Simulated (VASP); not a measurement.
# TiSi2 in VASP: further runs, part 3 of 3

VASP 6.6.1. The steps go on from the part before.

**6. Single point, PBEsol (14.46 Å³/atom)**

This run uses another cell than the first one, of 14.46 Å³/atom.

The input, INCAR:

```
ALGO = Normal
EDIFF = 1E-7
ENCUT = 520
GGA = PS
ISIF = 2
ISMEAR = -1
LASPH = T
LCHARG = T
LELF = T
LREAL = F
LVHAR = T
LWAVE = F
NBANDS = 29
NELM = 60
PREC = Accurate
SIGMA = 0.05
```

The input, KPOINTS:

```
k-points
0
Gamma
  8 8 8
```

The input, POSCAR:

```
TiSi2
1.0
    1.7767948029     -6.8040462934      0.0000000000
    1.7767948029      6.8040462934      0.0000000000
    0.0000000000      0.0000000000      3.5887850817
Ti Si
2 4
Direct
    0.1031180800      0.8968819200      0.2500000000
    0.8968819200      0.1031180800      0.7500000000
    0.7503148200      0.2496851800      0.2500000000
    0.2496851800      0.7503148200      0.7500000000
    0.4417485500      0.5582514500      0.2500000000
    0.5582514500      0.4417485500      0.7500000000
```

Potentials or basis: VASP PAW PBE potentials, release 64 (Ti_sv, Si).

The run is started by

```
cat potpaw_PBE.64/Ti_sv/POTCAR potpaw_PBE.64/Si/POTCAR > POTCAR
mpirun -np 1 vasp_std > vasp.out
```

OUTCAR:

```text
EDIFF = 1E-7
   ENCUT = 520
   GGA = PS
   ISIF = 2
   ISMEAR = -1
   LASPH = T
   LREAL = F
   NELM = 60
   PREC = Accurate

 ion  position               nearest neighbor table
   1  0.103  0.897  0.250-   6 2.60   6 2.60   6 2.60   6 2.60   3 2.68   3 2.68   4 2.68   4 2.68
                             5 2.82   5 2.82
   2  0.897  0.103  0.750-   5 2.60   5 2.60   5 2.60   5 2.60   4 2.68   4 2.68   3 2.68   3 2.68
                             6 2.82   6 2.82
   3  0.750  0.250  0.250-   4 2.53   4 2.53   4 2.53   4 2.53   1 2.68   1 2.68   2 2.68   2 2.68

   4  0.250  0.750  0.750-   3 2.53   3 2.53   3 2.53   3 2.53   2 2.68   2 2.68   1 2.68   1 2.68

   5  0.442  0.558  0.250-   6 2.39   6 2.39   2 2.60   2 2.60   2 2.60   2 2.60   1 2.82   1 2.82

   6  0.558  0.442  0.750-   5 2.39   5 2.39   1 2.60   1 2.60   1 2.60   1 2.60   2 2.82   2 2.82

  LATTYP: Found a base centered orthorhombic cell.
 ALAT       =     3.5535896058
 B/A-ratio  =     3.8293934011
 C/A-ratio  =     1.0099042039

  Lattice vectors:

 A1 = (   1.7767948029,  -6.8040462934,   0.0000000000)
[... 190 lines left out ...]
 cond. band min:      10.2311820679   @ k =   0.5000   0.2500   0.0000
 fundamental gap:      0.0249520301
 Fermi energy:        10.2254966239

 k-point     1 :       0.0000    0.0000    0.0000
  band No.  band energies     occupation
      1     -46.4131      2.00000
      2     -46.4043      2.00000
      3     -22.8596      2.00000
      4     -22.8259      2.00000
      5     -22.8138      2.00000
      6     -22.8134      2.00000
[... 757 lines left out ...]
     28      13.4949      0.00000
     29      13.8027      0.00000

 [... further k-points ...]

------------------------ aborting loop because EDIFF is reached ----------------------------------------

  FORCE on cell =-STRESS in cart. coord.  units (eV):
  Direction    XX          YY          ZZ          XY          YZ          ZX
  --------------------------------------------------------------------------------------
  -------------------------------------------------------------------------------------
  Total       -2.6077027     -2.5492809     -2.4785695      0.0000000      0.0000000      0.0000000
  in kB      -48.1489333    -47.0702262    -45.7646031      0.0000000      0.0000000      0.0000000
  external PRESSURE =     -46.9945875 kB  Pullay stress =       0.0000000 kB

 VOLUME and BASIS-vectors are now :
 -----------------------------------------------------------------------------
  energy-cutoff  :      520.00
  volume of cell :       86.77
      direct lattice vectors                 reciprocal lattice vectors
     1.776794803 -6.804046293  0.000000000     0.281405596 -0.073485685  0.000000000
     1.776794803  6.804046293  0.000000000     0.281405596  0.073485685  0.000000000
     0.000000000  0.000000000  3.588785082     0.000000000  0.000000000  0.278645831

 POSITION                                       TOTAL-FORCE (eV/Angst)
 -----------------------------------------------------------------------------------
      1.77679      5.40081      0.89720         0.000000     -0.044317     -0.000000
      1.77679     -5.40081      2.69159         0.000000      0.044317      0.000000
      1.77679     -3.40631      0.89720         0.000000     -0.007102      0.000000
      1.77679      3.40631      2.69159         0.000000      0.007102      0.000000
      1.77679      0.79269      0.89720         0.000000      0.137595     -0.000000
      1.77679     -0.79269      2.69159         0.000000     -0.137595     -0.000000
 -----------------------------------------------------------------------------------
    total drift:                                0.000000      0.000000      0.000000

  FREE ENERGIE OF THE ION-ELECTRON SYSTEM (eV)
  ---------------------------------------------------
  free  energy   TOTEN  =       -43.6488460686 eV

  energy  without entropy=      -43.6365728921  energy(sigma->0) =      -43.64270948
```

It took 6.9 min on 1 thread of AMD EPYC 7R43 (Zen 3), shared host; peak memory 0.36 GiB.

Results:

| Item | Value |
| --- | --- |
| Free energy | -43.6488 eV |
| Pressure | -4.7 GPa |
| Largest force | 0.138 eV/Å |
| Band gap on the k mesh | zero (bands 20 and 21 overlap by 0.99 eV) |

Forces on the atoms (eV/Å):
```
Ti   0.000 -0.044  0.000
Ti   0.000  0.044  0.000
Si   0.000 -0.007  0.000
Si   0.000  0.007  0.000
Si   0.000  0.138  0.000
Si   0.000 -0.138  0.000
```

Levels at points of the mesh, in eV from the Fermi level:
| k point | band 16 | band 17 | band 18 | band 19 | band 20 | band 21 | band 22 | band 23 | band 24 | band 25 |
| --- | --- | --- | --- | --- | --- | --- | --- | --- | --- | --- |
| (0.00, 0.00, 0.00) | -2.51 | -2.13 | -2.07 | -2.06 | 0.46 | 0.63 | 0.80 | 0.86 | 1.33 | 1.37 |
| (0.50, 0.00, 0.00) | -2.44 | -1.64 | -1.46 | -0.66 | -0.56 | -0.54 | 1.10 | 1.42 | 1.59 | 1.76 |
| (0.50, 0.50, 0.00) | -2.59 | -2.49 | -1.93 | -1.18 | 0.38 | 0.63 | 0.72 | 0.89 | 1.04 | 2.04 |
| (0.00, 0.00, 0.50) | -2.25 | -1.61 | -1.61 | -0.04 | -0.04 | 0.81 | 0.81 | 1.46 | 1.46 | 1.58 |
| (0.50, 0.00, 0.50) | -4.02 | -3.19 | -3.19 | -2.41 | -2.41 | 1.69 | 1.69 | 1.81 | 1.81 | 2.45 |
| (0.50, 0.50, 0.50) | -3.30 | -2.00 | -2.00 | -0.86 | -0.86 | 0.43 | 0.43 | 1.60 | 1.60 | 2.35 |

Caveat: the cell stands under tension; the PAW data sets were made with another functional, which shifts forces and pressure a little.

**7. The runs side by side**

```tsv
level	cell	gap on the mesh (eV)	pressure (GPa)	largest force (eV/Å)
PBE	a = 7.123, b = 7.123, c = 3.635 Å, angles 90.0, 90.0, 150.7°, 6 atoms, atomic positions A	none	-5.7	0.14
PBE	a = 6.986, b = 6.986, c = 3.565 Å, angles 90.0, 90.0, 150.7°, 6 atoms, atomic positions B	none	2.3	0.71
PBEsol	a = 6.843, b = 6.843, c = 3.492 Å, angles 90.0, 90.0, 150.7°, 6 atoms, atomic positions A	none	7.8	0.45
PBEsol	a = 6.939, b = 6.939, c = 3.541 Å, angles 90.0, 90.0, 150.7°, 6 atoms, atomic positions A	none	0.9	0.28
PBEsol	a = 7.032, b = 7.032, c = 3.589 Å, angles 90.0, 90.0, 150.7°, 6 atoms, atomic positions A	none	-4.7	0.14
```

Alike in all rows: task single point; potentials or basis VASP PAW PBE potentials, release 64 (Ti_sv, Si); no spin polarisation; k mesh 8 × 8 × 8; cutoff (eV) 520; smearing fermi-dirac 0.05 eV.

Caveats: the PAW data sets were made with another functional, which shifts forces and pressure a little (at least some runs); the cell stands under tension (at least some runs); the cell stands under pressure (at least some runs).

Total energies depend on the potentials used, so only differences within one code and one set of settings carry meaning.
